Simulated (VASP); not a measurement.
Set up this calculation in VASP 6.6.1, as the native input.

* Task: single point
* Functional: PBEsol
* Potentials or basis: VASP PAW PBE potentials, release 64 (Sn_d, Se)
* Cutoff: 520 eV
* k mesh: 12 × 12 × 6
* Occupations: gaussian, width 0.05 eV
* Spin: no spin polarisation
* Dipole correction: no
* Further INCAR settings: ALGO = Normal; EDIFF = 1e-07; NBANDS = 20

The structure of SnSe2 lies in POSCAR:

```
SnSe2
1.0
    3.8189235629      0.0000000000      0.0000000000
   -1.9094617815      3.3072848206      0.0000000000
    0.0000000000      0.0000000000      6.1455711062
Sn Se
1 2
Direct
    0.0000000000      0.0000000000      0.0000000000
    0.3333333333      0.6666666667      0.2580716066
    0.6666666667      0.3333333333      0.7419283934
```

The input as run:

INCAR

```
  PREC = Accurate
  ENCUT = 520
  EDIFF = 1E-7
  ISMEAR = 0
  SIGMA = 0.05
  LREAL = F
  LASPH = T
  NELM = 80
  ALGO = Normal
  ISIF = 2
  LWAVE = F
  LCHARG = T
  GGA = PS
  LELF = T
  LVHAR = T
  NBANDS = 20
```

KPOINTS

```
Automatic mesh
0
Gamma
  12 12 6
```

Potentials or basis: VASP PAW PBE potentials, release 64 (Sn_d, Se).

Launch:

```console
$ cat potpaw_PBE.64/Sn_d/POTCAR potpaw_PBE.64/Se/POTCAR > POTCAR
$ mpirun -np 1 vasp_std > vasp.out
```

Results of the run:

| Item | Value |
| --- | --- |
| Pressure | 0.1 GPa |
| Largest force | 0.021 eV/Å |
| Band gap on the k mesh | 0.48 eV (least direct gap 0.97 eV) |

Caveat: the PAW data sets were made with another functional, which shifts forces and pressure a little; spin-orbit coupling is left out, which moves the levels of the heavy elements; this functional lacks dispersion, which binds the layers, so the pressure and a relaxed spacing across them are unreliable.

Run time: 2.9 min on 1 thread of Intel Xeon 8259CL, on a shared host, peak memory 0.29 GiB.
